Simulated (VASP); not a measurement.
A run of VASP 6.6.1 is set up as follows.

The input POSCAR:

```
KTaO3
1.0
    3.9103284809      0.0000000000      0.0000000000
    0.0000000000      3.9103284809      0.0000000000
    0.0000000000      0.0000000000      4.0204236421
K Ta O
1 1 3
Direct
    0.0000000000      0.0000000000      0.0000000000
    0.5000000000      0.5000000000      0.5000000000
    0.5000000000      0.5000000000      0.0000000000
    0.5000000000      0.0000000000      0.5000000000
    0.0000000000      0.5000000000      0.5000000000
```

The input INCAR.step1:

```
SYSTEM = KTaO3
PREC = Accurate
ENCUT = 520
ISMEAR = 0
SIGMA = 0.01
LREAL = .False.
LASPH = .True.
NELM = 60
NBANDS = 27
GGA = PE
ALGO = Normal
EDIFF = 1E-4
LWAVE = .True.
LCHARG = .False.
```

Contents of INCAR.step2:

```
SYSTEM = KTaO3
PREC = Accurate
ENCUT = 520
EDIFF = 1E-6
ISMEAR = 0
SIGMA = 0.01
LREAL = .False.
LASPH = .True.
NELM = 60
ALGO = Normal
ISIF = 2
LWAVE = .False.
LCHARG = .False.
METAGGA = R2SCAN
LMIXTAU = .True.
NBANDS = 27
ISTART = 1
```

Contents of KPOINTS:

```
regular mesh
0
Gamma
  6 6 6
  0 0 0
```

Potentials or basis: VASP PAW PBE potentials, release 64 (K_sv, Ta_pv, O).

Run with:

```console
$ cat potpaw_PBE.64/K_sv/POTCAR potpaw_PBE.64/Ta_pv/POTCAR potpaw_PBE.64/O/POTCAR > POTCAR
$ cp INCAR.step1 INCAR
$ mpirun -np 1 vasp_std > vasp.out
$ cp INCAR.step2 INCAR
$ mpirun -np 1 vasp_std > vasp.out
```

Predict the band gap on the k mesh.

2.64 eV (least direct gap 3.27 eV).

Predict the pressure.

8.8 GPa.

Stress tensor (GPa, compression positive):
```
12.75  0.00  0.00
 0.00 12.75  0.00
 0.00  0.00  0.95
```

Caveat: the cell differs from its parent crystal (epitaxial xy strain -2.0%); the stress differs along the axes, from 1 to 13 GPa; the PAW data sets were made with another functional, which shifts forces and pressure a little; spin-orbit coupling is left out, which moves the levels of the heavy elements. A k mesh can miss the band edges.
